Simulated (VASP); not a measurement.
Input of a VASP 6.6.1 run:

The input INCAR:

```
SYSTEM = CuI
PREC = Accurate
ENCUT = 520
EDIFF = 1E-6
ISMEAR = 0
SIGMA = 0.01
LREAL = .FALSE.
LASPH = .TRUE.
NELM = 60
ALGO = Normal
ISIF = 2
LWAVE = .FALSE.
LCHARG = .FALSE.
GGA = PS
NBANDS = 26
```

Contents of KPOINTS:

```
regular mesh
0
G
  4 4 3
  0 0 0
```

The input POSCAR:

```
CuI
1.0
    4.0229000000      0.0000000000      0.0000000000
    0.0000000000      4.0229000000      0.0000000000
    0.0000000000      0.0000000000      5.6506000000
Cu I
2 2
Direct
    0.0000000000      0.0000000000      0.0000000000
    0.5000000000      0.5000000000      0.0000000000
    0.0000000000      0.5000000000      0.2913000000
    0.5000000000      0.0000000000      0.7087000000
```

Potentials or basis: VASP PAW PBE potentials, release 64 (Cu, I).

Run with:

```console
$ cat potpaw_PBE.64/Cu/POTCAR potpaw_PBE.64/I/POTCAR > POTCAR
$ mpirun -np 1 vasp_std > vasp.out
```

Task: Predict the band gap on the k mesh.

Result: 1.45 eV, direct.

Task: What does it give for the largest force?

Result: 0.051 eV/Å.

Task: Estimate the pressure.

Result: 3.0 GPa.

Stress tensor (GPa, compression positive):
```
2.59 0.00 0.00
0.00 2.59 0.00
0.00 0.00 3.71
```

Caveat: the PAW data sets were made with another functional, which shifts forces and pressure a little; spin-orbit coupling is left out, which moves the levels of the heavy elements. As with any semilocal functional, this PBEsol gap is likely too small.
